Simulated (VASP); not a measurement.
Input of a VASP 6.6.1 run:

Contents of INCAR:

```
SYSTEM = Mg3Te
ALGO = Fast
EDIFF = 1E-7
ENCUT = 520
GGA = PE
ISIF = 2
ISMEAR = -4
LASPH = .TRUE.
LCHARG = .FALSE.
LREAL = .FALSE.
LWAVE = .FALSE.
NBANDS = 14
NELM = 100
PREC = Accurate
SIGMA = 0.1
```

The input KPOINTS:

```
k-points
0
G
  6 6 6
  0 0 0
```

File POSCAR:

```
Mg3Te
1.0
   -2.1393600000      2.1393600000      5.2824880000
    2.1393600000     -2.1393600000      5.2824880000
    2.1393600000      2.1393600000     -5.2824880000
Mg Te
3 1
Direct
    0.5000000000      0.5000000000      0.0000000000
    0.7500000000      0.2500000000      0.5000000000
    0.2500000000      0.7500000000      0.5000000000
    0.0000000000      0.0000000000      0.0000000000
```

Potentials or basis: VASP PAW PBE potentials, release 64 (Mg, Te).

Run with:

```console
$ cat potpaw_PBE.64/Mg/POTCAR potpaw_PBE.64/Te/POTCAR > POTCAR
$ mpirun -np 1 vasp_std > vasp.out
```

(1) Estimate the pressure.

(2) Estimate the band gap on the k mesh.

## Answers

(1) 0.2 GPa.

(2) zero (bands 6 and 7 overlap by 1.44 eV).

Caveat: spin-orbit coupling is left out, which moves the levels of the heavy elements.
